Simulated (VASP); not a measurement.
# Tl (C2/m) in VASP: notebook

Runs on Tl. Level: PBE. Tasks: single point, relaxation of cell and atoms.

Everything below comes from runs of VASP 6.6.1. Logs are shortened: lines on timing, memory, paths and dates and some standing lists are left out, and cuts for length are marked.

### 1 The cell of the first run

It takes space group C2/m (No. 12, monoclinic). The conventional cell has a = 6.184 Å, b = 3.454 Å, c = 6.088 Å, α = 90.00°, β = 107.92°, γ = 90.00°. Within 4.5 Å of Tl (site symmetry m) lie 12 Tl at 3.44 to 3.79 Å.

### 2 Single point, PBE

INCAR

```
ALGO     = Normal         # electronic algorithm
EDIFF    = 1E-6           # SCF threshold, eV
ENCUT    = 520            # plane-wave cutoff, eV
GGA      = PE             # functional
ISIF     = 2              # what is computed and relaxed
ISMEAR   = 0              # smearing method
LASPH    = True           # aspherical terms in the spheres
LCHARG   = False          # write CHGCAR
LREAL    = False          # projectors in reciprocal space
LWAVE    = False          # write WAVECAR
NBANDS   = 20             # bands
NELM     = 60             # most SCF steps
PREC     = Accurate       # precision mode
SIGMA    = 0.1            # smearing width, eV
```

KPOINTS

```
k-points
0
Gamma
  6 6 4
```

POSCAR

```
Tl
1.0
    3.0899474306     -1.7269792036      0.1153593249
    3.0899474306      1.7269792036      0.1153593249
   -2.0874885085      0.0000000000      5.7184561117
Tl
2
Direct
    0.2287757594      0.2287757594      0.2478407237
    0.7712242406      0.7712242406      0.7521592763
```

Potentials or basis: VASP PAW PBE potentials, release 64 (Tl_d).

On the command line:

```
cat potpaw_PBE.64/Tl_d/POTCAR > POTCAR
mpirun -np 1 vasp_std > vasp.out
```

OUTCAR:

```text
EDIFF = 1E-6
   ENCUT = 520
   GGA = PE
   ISIF = 2
   ISMEAR = 0
   LASPH = True
   LREAL = False
   NELM = 60
   PREC = Accurate

 ion  position               nearest neighbor table
   1  0.229  0.229  0.248-   2 3.44   2 3.46   2 3.46   2 3.56   2 3.56   2 3.79
   2  0.771  0.771  0.752-   1 3.44   1 3.46   1 3.46   1 3.56   1 3.56   1 3.79

  LATTYP: Found a base centered monoclinic cell.
 ALAT       =     6.1842001577
 B/A-ratio  =     0.5585133597
 C/A-ratio  =     0.9843725476
 COS(beta)  =    -0.3076262787

  Lattice vectors:

 A1 = (   3.0899474306,  -1.7269792036,   0.1153593249)
 A2 = (   3.0899474306,   1.7269792036,   0.1153593249)
 A3 = (  -2.0874885085,   0.0000000000,   5.7184561117)

Analysis of symmetry for initial positions (statically):
=====================================================================
 Subroutine PRICEL returns:
 Original cell was already a primitive cell.

 Routine SETGRP: Setting up the symmetry group for a
 base centered monoclinic supercell.

 Subroutine GETGRP returns: Found  4 space group operations
 (whereof  4 operations were pure point group operations)
 out of a pool of  4 trial point group operations.

The static configuration has the point symmetry C_2h.

Analysis of symmetry for dynamics (positions and initial velocities):
=====================================================================
 Subroutine PRICEL returns:
 Original cell was already a primitive cell.

 Routine SETGRP: Setting up the symmetry group for a
 base centered monoclinic supercell.

 Subroutine GETGRP returns: Found  4 space group operations
 (whereof  4 operations were pure point group operations)
 out of a pool of  4 trial point group operations.

The dynamic configuration has the point symmetry C_2h.

 Subroutine INISYM returns: Found  4 space group operations
 (whereof  4 operations are pure point group operations),
 and found     1 'primitive' translations

----------------------------------------------------------------------------------------

                                     Primitive cell

  volume of cell :      61.8623

  direct lattice vectors                    reciprocal lattice vectors
     3.089947431 -1.726979204  0.115359325     0.159639411 -0.289522884  0.058275421
     3.089947431  1.726979204  0.115359325     0.159639411  0.289522884  0.058275421
    -2.087488508  0.000000000  5.718456112    -0.006440862  0.000000000  0.172521176

  length of vectors
     3.541686049  3.541686049  6.087556864     0.335714561  0.335714561  0.172641365

  position of ions in fractional coordinates (direct lattice)
     0.228775759  0.228775759  0.247840724
     0.771224241  0.771224241  0.752159276

  ion indices of the primitive-cell ions
   primitive index   ion index
                 1           1
                 2           2

----------------------------------------------------------------------------------------

 KPOINTS: k-points

Automatic generation of k-mesh.
 Grid dimensions read from file:
 generate k-points for:    6    6    4

 Generating k-lattice:

  Cartesian coordinates                     Fractional coordinates (reciprocal lattice)
     0.026606568 -0.048253814  0.009712570     0.166666667  0.000000000  0.000000000
     0.026606568  0.048253814  0.009712570     0.000000000  0.166666667  0.000000000
    -0.001610216  0.000000000  0.043130294     0.000000000  0.000000000  0.250000000

  Length of vectors
     0.055952427  0.055952427  0.043160341

  Shift w.r.t. Gamma in fractional coordinates (k-lattice)
     0.000000000  0.000000000  0.000000000

 Subroutine IBZKPT returns following result:
 ===========================================

 Found     47 irreducible k-points:

 Following reciprocal coordinates:
            Coordinates               Weight
  0.000000  0.000000  0.000000      1.000000
  0.166667 -0.000000  0.000000      4.000000
  0.333333 -0.000000  0.000000      4.000000
  0.500000 -0.000000  0.000000      2.000000
  0.166667  0.166667 -0.000000      2.000000
  0.333333  0.166667  0.000000      4.000000
[... 16 lines left out ...]
 -0.333333  0.166667  0.250000      4.000000
 -0.166667  0.166667  0.250000      4.000000
 [... further k-points ...]
   k-points           NKPTS =     47   k-points in BZ     NKDIM =     47   number of bands    NBANDS=     20
   number of dos      NEDOS =    301   number of ions     NIONS =      2
   total plane-waves  NPLWV =  37632
   dimension x,y,z NGX =    28 NGY =   28 NGZ =   48
   dimension x,y,z NGXF=    56 NGYF=   56 NGZF=   96
   ions per type =               2
   NGX,Y,Z   is equivalent  to a cutoff of  13.14, 13.14, 13.11 a.u.
   NGXF,Y,Z  is equivalent  to a cutoff of  26.29, 26.29, 26.22 a.u.
 SYSTEM =  unknown system
   PREC   = accura    normal or accurate (medium, high low for compatibility)
   ISTART =      0    job   : 0-new  1-cont  2-samecut
   ICHARG =      2    charge: 1-file 2-atom 10-const
   ISPIN  =      1    spin polarized calculation?
   LNONCOLLINEAR =      F non collinear calculations
   LSORBIT =      F    spin-orbit coupling
   LASPH  =      T    aspherical Exc in radial PAW
   ENCUT  =  520.0 eV  38.22 Ry    6.18 a.u.   6.59  6.59 11.32*2*pi/ulx,y,z
   NELM   =     60;   NELMIN=  2; NELMDL= -5     # of ELM steps
   EDIFF  = 0.1E-05   stopping-criterion for ELM
   LREAL  =      F    real-space projection
   EDIFFG = 0.1E-04   stopping-criterion for IOM
   NSW    =      0    number of steps for IOM
   IBRION =     -1    ionic relax: 0-MD 1-quasi-New 2-CG
   NFREE  =      0    steps in history (QN), initial steepest desc. (CG)
   ISIF   =      2    stress and relaxation
   ISYM   =      2    0-nonsym 1-usesym 2-fastsym
   POTIM  = 0.5000    time-step for ionic-motion
   TEBEG  =    0.0;   TEEND  =   0.0 temperature during run
   PSTRESS=    0.0 pullay stress
   NELECT =      26.0000    total number of electrons
   NUPDOWN=      -1.0000    fix difference up-down
   EMIN   =  10.00;   EMAX   =-10.00  energy-range for DOS
   EFERMI =   0.00;   METHOD = LEGACY
   ISMEAR =     0;   SIGMA  =   0.10  broadening in eV -4-tet -1-fermi 0-gaus
   EFERMI_NEDOS =   21; number of points for ismear=-14 and -15
   IALGO  =     38    algorithm
   IMIX   =      4    mixing-type and parameters
     AMIX     =   0.40;   BMIX     =  1.00
     AMIX_MAG =   1.60;   BMIX_MAG =  1.00
  volume/ion in A,a.u.               =      30.93       208.73
  Fermi-wavevector in a.u.,A,eV,Ry     =   1.226283  2.317339 20.460031  1.503770
  Thomas-Fermi vector in A             =   2.361290
   LORBIT       =      0    0 simple, 1 ext, 2 COOP (PROOUT), +10 PAW based schemes
   GGA     = PE    functional components
   LHFCALC =     F    Hartree Fock is set to
   AEXX    =    0.0000 exact exchange contribution
   IVDW    =     0    specifies the selected vdW correction
   LEPSILON=     F    determine dielectric tensor
   LRPA    =     F    only Hartree local field effects (RPA)
 non-spin polarized calculation
 Gauss-broadening in eV      SIGMA  =   0.10
  energy-cutoff  :      520.00
  volume of cell :       61.86
 maximum number of plane-waves:      1695
 NGX is ok and might be reduce to    28
   NGX = 13   NGY = 13   NGZ = 23

 number of electron      26.0000002 magnetization

 Free energy of the ion-electron system (eV)
  ---------------------------------------------------
  ext. energy  EPLUGINS =         0.00000000
  ---------------------------------------------------
  free energy    TOTEN  =        -4.44012744 eV

  energy without entropy =       -4.43829239  energy(sigma->0) =       -4.43920991

 E-fermi :   5.6459     XC(G=0):  -9.8023

 val. band max:        5.5071066051   @ k =  -0.3333   0.1667  -0.0000
 cond. band min:       5.6909921355   @ k =  -0.3333   0.5000   0.2500
 fundamental gap:      0.1838855304
 Fermi energy:         5.6459329339

 k-point     1 :       0.0000    0.0000    0.0000
  band No.  band energies     occupation
      1      -5.8880      2.00000
      2      -5.7723      2.00000
      3      -5.7574      2.00000
      4      -5.7517      2.00000
      5      -5.7042      2.00000
      6      -5.6934      2.00000
[... 12 lines left out ...]
     19      16.1829      0.00000
     20      16.8018      0.00000

 k-point     2 :       0.1667   -0.0000    0.0000
  band No.  band energies     occupation
      1      -5.8117      2.00000
      2      -5.7714      2.00000
      3      -5.7313      2.00000
      4      -5.6886      2.00000
      5      -5.6642      2.00000
      6      -5.6374      2.00000
[... 12 lines left out ...]
     19      15.1894      0.00000
     20      16.3798      0.00000

 k-point     3 :       0.3333   -0.0000    0.0000
  band No.  band energies     occupation
      1      -5.8679      2.00000
      2      -5.8440      2.00000
      3      -5.6982      2.00000
      4      -5.6269      2.00000
      5      -5.6038      2.00000
      6      -5.5525      2.00000
[... 12 lines left out ...]
     19      14.3452      0.00000
     20      15.0697      0.00000

 k-point     4 :       0.5000   -0.0000    0.0000
  band No.  band energies     occupation
      1      -5.9025      2.00000
      2      -5.8837      2.00000
      3      -5.7567      2.00000
      4      -5.7075      2.00000
      5      -5.5806      2.00000
      6      -5.5143      2.00000
[... 12 lines left out ...]
     19      14.1273      0.00000
     20      14.3319      0.00000

 k-point     5 :       0.1667    0.1667   -0.0000
  band No.  band energies     occupation
      1      -5.8846      2.00000
      2      -5.7892      2.00000
      3      -5.7289      2.00000
      4      -5.7090      2.00000
      5      -5.6716      2.00000
      6      -5.6010      2.00000
[... 12 lines left out ...]
     19      15.3485      0.00000
     20      16.6914      0.00000

 k-point     6 :       0.3333    0.1667    0.0000
  band No.  band energies     occupation
      1      -5.8071      2.00000
      2      -5.8018      2.00000
      3      -5.7577      2.00000
      4      -5.6751      2.00000
      5      -5.6344      2.00000
      6      -5.5884      2.00000
[... 12 lines left out ...]
     19      16.4301      0.00000
     20      17.0809      0.00000

 k-point     7 :       0.5000    0.1667    0.0000
  band No.  band energies     occupation
      1      -5.8224      2.00000
      2      -5.7982      2.00000
      3      -5.7400      2.00000
      4      -5.7231      2.00000
      5      -5.5831      2.00000
      6      -5.5766      2.00000
[... 12 lines left out ...]
     19      16.3104      0.00000
     20      16.8591      0.00000
[... 277 lines left out ...]
 k-point    20 :       0.1667    0.1667    0.2500
  band No.  band energies     occupation
      1      -5.8873      2.00000
      2      -5.7986      2.00000
      3      -5.7256      2.00000
      4      -5.6893      2.00000
      5      -5.6291      2.00000
      6      -5.5711      2.00000
[... 12 lines left out ...]
     19      15.7994      0.00000
     20      17.6166      0.00000

 k-point    21 :       0.3333    0.1667    0.2500
  band No.  band energies     occupation
      1      -5.8526      2.00000
      2      -5.8455      2.00000
      3      -5.7374      2.00000
      4      -5.7089      2.00000
      5      -5.6019      2.00000
      6      -5.5680      2.00000
[... 12 lines left out ...]
     19      15.3355      0.00000
     20      15.5170      0.00000

 k-point    22 :       0.5000    0.1667    0.2500
  band No.  band energies     occupation
      1      -5.9271      2.00000
      2      -5.8227      2.00000
      3      -5.8086      2.00000
      4      -5.7164      2.00000
      5      -5.6195      2.00000
      6      -5.4562      2.00000
[... 12 lines left out ...]
     19      14.2680      0.00000
     20      14.5753      0.00000

 k-point    23 :      -0.3333    0.1667    0.2500
  band No.  band energies     occupation
      1      -5.9054      2.00000
      2      -5.8427      2.00000
      3      -5.7997      2.00000
      4      -5.7167      2.00000
      5      -5.6707      2.00000
      6      -5.4467      2.00000
[... 12 lines left out ...]
     19      15.4462      0.00000
     20      15.7550      0.00000

 k-point    24 :      -0.1667    0.1667    0.2500
  band No.  band energies     occupation
      1      -5.8328      2.00000
      2      -5.7945      2.00000
      3      -5.7591      2.00000
      4      -5.6776      2.00000
      5      -5.6147      2.00000
      6      -5.5788      2.00000
[... 12 lines left out ...]
     19      15.5381      0.00000
     20      16.5875      0.00000

 [... further k-points ...]

------------------------ aborting loop because EDIFF is reached ----------------------------------------

  FORCE on cell =-STRESS in cart. coord.  units (eV):
  Direction    XX          YY          ZZ          XY          YZ          ZX
  --------------------------------------------------------------------------------------
  -------------------------------------------------------------------------------------
  Total        0.0581806     -0.0460088      0.0429226      0.0000000      0.0000000      0.0345323
  in kB        1.5068251     -1.1915860      1.1116581      0.0000000      0.0000000      0.8943559
  external PRESSURE =       0.4756324 kB  Pullay stress =       0.0000000 kB

 VOLUME and BASIS-vectors are now :
 -----------------------------------------------------------------------------
  energy-cutoff  :      520.00
  volume of cell :       61.86
      direct lattice vectors                 reciprocal lattice vectors
     3.089947431 -1.726979204  0.115359325     0.159639411 -0.289522884  0.058275421
     3.089947431  1.726979204  0.115359325     0.159639411  0.289522884  0.058275421
    -2.087488508  0.000000000  5.718456112    -0.006440862  0.000000000  0.172521176

 POSITION                                       TOTAL-FORCE (eV/Angst)
 -----------------------------------------------------------------------------------
      0.89645      0.00000      1.47005         0.000928      0.000000      0.030236
      3.19596      0.00000      4.47913        -0.000928      0.000000     -0.030236
 -----------------------------------------------------------------------------------
    total drift:                                0.000000     -0.000000     -0.000000

  FREE ENERGIE OF THE ION-ELECTRON SYSTEM (eV)
  ---------------------------------------------------
  free  energy   TOTEN  =        -4.4401274377 eV

  energy  without entropy=       -4.4382923884  energy(sigma->0) =       -4.43920991
```

It took 30 s on 1 thread of AMD EPYC 7R13 (Zen 3), shared host; peak memory 0.17 GiB.

Results:

- Free energy: -4.4401 eV
- Pressure: 0.0 GPa
- Largest force: 0.030 eV/Å
- Band gap on the k mesh: zero (bands 13 and 14 overlap by 4.26 eV)

Forces on the atoms (eV/Å):
```
Tl   0.001  0.000  0.030
Tl  -0.001  0.000 -0.030
```

Caveat: spin-orbit coupling is left out, which moves the levels of the heavy elements.

[end of part 1 of 2]

The gap in the log of VASP goes by the Fermi energy; the results here count the filled bands.